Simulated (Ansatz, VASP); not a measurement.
# Two plane-wave programs on Nb

INCAR

```
SYSTEM = Nb
ALGO = Normal ; EDIFF = 1E-8
ENCUT = 520 ; GGA = PE
ISIF = 2 ; ISMEAR = -1
LASPH = .TRUE. ; LCHARG = .FALSE.
LEFG = .TRUE. ; LREAL = .FALSE.
LWAVE = .FALSE. ; NBANDS = 12
NELM = 60 ; PREC = Accurate
SIGMA = 0.03
```

KPOINTS

```
k-points
0
G
  15 15 15
  0 0 0
```

The input POSCAR:

```
Nb
1.0
   -1.7138685000      1.6639500000      1.6639500000
    1.6639500000     -1.7138685000      1.6639500000
    1.6639500000      1.6639500000     -1.7138685000
Nb
1
Direct
    0.0000000000      0.0000000000      0.0000000000
```

Input for Ansatz:

```yaml
crystal:
  lattice:
    - [-1.7138685, 1.66395, 1.66395]
    - [1.66395, -1.7138685, 1.66395]
    - [1.66395, 1.66395, -1.7138685]
  atoms:
    - { symbol: Nb, position: [0.0, 0.0, 0.0] }
kpoints:
  mp_grid: { grid: [15, 15, 15] }
scf:
  occupations: { method: fermi_dirac, width: 0.03 }
hamiltonian:
  xc: pbe
  pseudopotentials: { kind: paw }
output:
  forces: true
  stress: true
  eigenvalues: true
  efg: { contact_densities: true }
```

Change from the starting cell: equal xy, yz and zx shear strains of -3 %, PAW files.

Alike in both runs: task electric field gradients; functional PBE; k mesh 15 × 15 × 15; occupations fermi-dirac, width 0.03 eV; no spin polarisation.

|  | VASP | Ansatz |
| --- | --- | --- |
| version | VASP 6.6.1 | Ansatz 0.2.0 |
| potentials or method | VASP PAW PBE potentials, release 64 (Nb_sv) | PAW with Ansatz's default frozen-core files, scalar-relativistic |
| plane-wave cutoff (eV) | 520 | 420 |
| valence electrons in the cell | 13 | 13 |

|  | VASP | Ansatz | Ansatz less VASP |
| --- | --- | --- | --- |
| pressure (GPa) | -2.6 | -2.3 | +0.31 |
| traceless stress, the component that is largest in VASP (GPa) | 0.36 | 0.34 | -0.016 |
| size of Vzz on the site where it differs most (V/Å²) | 24.4 | 20.6 | -3.88 |
